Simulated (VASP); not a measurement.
SiC, 2 atoms in the cell. The structure is trigonal, space group R3m (No. 160). The conventional cell has a = 3.136 Å, b = 3.136 Å, c = 8.157 Å, α = 90.00°, β = 90.00°, γ = 120.00°. Within 2.6 Å of Si (site symmetry 3m) lie 4 C at 1.93 to 2.04 Å. C (site symmetry 3m) has 4 Si at 1.93 to 2.04 Å within 2.6 Å. 

* Program: VASP 6.6.1
* Task: single point
* Functional: PBEsol
* Potentials or basis: VASP PAW PBE potentials, release 64 (Si, C)
* Cutoff: 520 eV
* k mesh: 12 × 12 × 12
* Occupations: gaussian, width 0.05 eV
* Spin: no spin polarisation
* Dipole correction: no
* Further INCAR settings: ALGO = Normal; EDIFF = 1e-06; NBANDS = 11

Potentials or basis: VASP PAW PBE potentials, release 64 (Si, C).

The run is started by

```bash
$ cat potpaw_PBE.64/Si/POTCAR potpaw_PBE.64/C/POTCAR > POTCAR
$ mpirun -np 1 vasp_std > vasp.out
```

Hardware: 1 thread of Intel Xeon 8259CL (shared host).

Problem. Estimate the wall time of this run.

Solution. Run time: 39 s on 1 thread of Intel Xeon 8259CL, with other jobs on the host, peak memory 0.17 GiB. Counts: scf iterations 12, k points 189.
